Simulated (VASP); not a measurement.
A run of VASP 6.6.1 is set up as follows.

INCAR

```
SYSTEM = Sb3Au
PREC = Accurate ; ENCUT = 520
EDIFF = 1E-7 ; ISMEAR = -1
SIGMA = 0.05 ; LREAL = .False.
LASPH = .True. ; NELM = 60
ALGO = Normal ; ISIF = 2
LWAVE = .False. ; LCHARG = .False.
NBANDS = 21
```

KPOINTS

```
regular mesh
0
Gamma
  10 10 10
  0 0 0
```

Contents of POSCAR:

```
Sb3Au
1.0
   -3.0195967007      3.0195967007      3.0195967007
    3.0195967007     -3.0195967007      3.0195967007
    3.0195967007      3.0195967007     -3.0195967007
Sb Au
3 1
Direct
    0.0000000000      0.5000000000      0.5000000000
    0.5000000000      0.0000000000      0.5000000000
    0.5000000000      0.5000000000      0.0000000000
    0.0000000000      0.0000000000      0.0000000000
```

Potentials or basis: VASP PAW LDA potentials, release 64 (Sb, Au).

Command:

```bash
$ cat potpaw_LDA.64/Sb/POTCAR potpaw_LDA.64/Au/POTCAR > POTCAR
$ mpirun -np 1 vasp_std > vasp.out
```

(1) Estimate the pressure.

(2) Estimate the band gap on the k mesh.

## Answers

(1) -6.8 GPa.

(2) zero (bands 13 and 14 overlap by 2.81 eV).

Caveat: the cell stands under tension; spin-orbit coupling is left out, which moves the levels of the heavy elements.
